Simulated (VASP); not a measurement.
Here is a VASP 6.6.1 calculation.

INCAR

```
ALGO = Normal ; EDIFF = 1E-7
ENCUT = 520 ; GGA = PS
ISIF = 2 ; ISMEAR = 0
LASPH = T ; LCHARG = F
LREAL = F ; LWAVE = F
NBANDS = 41 ; NELM = 80
PREC = Accurate ; SIGMA = 0.05
```

File KPOINTS:

```
k-points
0
Gamma
  6 6 6
```

The input POSCAR:

```
AlGa3N4
1.0
    4.4675774128      0.0000000000      0.0000000000
    0.0000000000      4.4675774128      0.0000000000
    0.0000000000      0.0000000000      4.4675774128
Al Ga N
1 3 4
Direct
   -0.0000012765     -0.0000044047      0.0055585447
    0.4631340037      0.4999987601      0.0035652103
    0.5368652387     -0.0000028251      0.5016490778
   -0.0000008187      0.4999986256      0.5016500993
    0.7498337133      0.7384649155      0.2223621308
    0.7602642539      0.2511299113      0.7552079684
    0.2397491164      0.7716456793      0.7324466446
    0.2501632220      0.2387950547      0.2451068534
```

Potentials or basis: VASP PAW PBE potentials, release 64 (Al, Ga_d, N).

Launch:

```console
$ cat potpaw_PBE.64/Al/POTCAR potpaw_PBE.64/Ga_d/POTCAR potpaw_PBE.64/N/POTCAR > POTCAR
$ mpirun -np 1 vasp_std > vasp.out
```

Q: What does it give for the band gap on the k mesh?

A: 2.09 eV, direct.

Q: What does it give for the largest force?

A: 1.989 eV/Å.

Forces in eV/Å, atoms in the order of the input:
```
Al  -0.009 -0.025 -0.762
Ga   1.485  0.411 -1.257
Ga  -1.490 -0.258 -0.596
Ga   0.010 -0.008 -0.571
N    0.335  0.521  0.886
N   -0.258  0.179  0.648
N    0.394 -0.426  0.891
N   -0.468 -0.393  0.762
```

Caveat: the cell differs from its parent crystal (mode 4 frozen in at -0.165 Å and mode 15 at -0.060 Å (largest displacements)); the PAW data sets were made with another functional, which shifts forces and pressure a little.
